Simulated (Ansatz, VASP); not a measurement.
# One calculation of Mg, two programs

```
Mg
1.0
     0.00000    2.17693    2.24426
     2.17693    0.00000    2.24426
     2.17693    2.17693    0.00000
Mg
1
Direct
  0.00000 0.00000 0.00000
```

Change from the starting cell: strain -0.0300 x Voigt [1, 1, 0, 0, 0, 0], atoms carried along.

Alike in both runs: task single point; functional PBEsol; k mesh 18 × 18 × 18; occupations gaussian, width 0.15 eV; no spin polarisation.

|  | VASP | Ansatz |
| --- | --- | --- |
| version | VASP 6.6.1 | Ansatz 0.2.0 |
| potentials or method | VASP PAW PBE potentials, release 64 (Mg), cutoff 520 eV | scalar-relativistic, plane waves, PAW |
| valence electrons in the cell | 2 | 10 |

|  | VASP | Ansatz | Ansatz less VASP |
| --- | --- | --- | --- |
| gap on the k mesh at the Fermi level (eV) | none | none | - |
| pressure (GPa) | 2.6 | 2.7 | +0.02 |
| traceless stress, the component that is largest in VASP (GPa) | -0.39 | -0.39 | +0.001 |

VASP's potentials were made for PBE, not for PBEsol. A gap of «none» marks a metal or a gap that the smearing closes. VASP's potentials hold 2 valence electrons a cell and Ansatz's 10, so a difference there can come from the potentials and not from the codes.
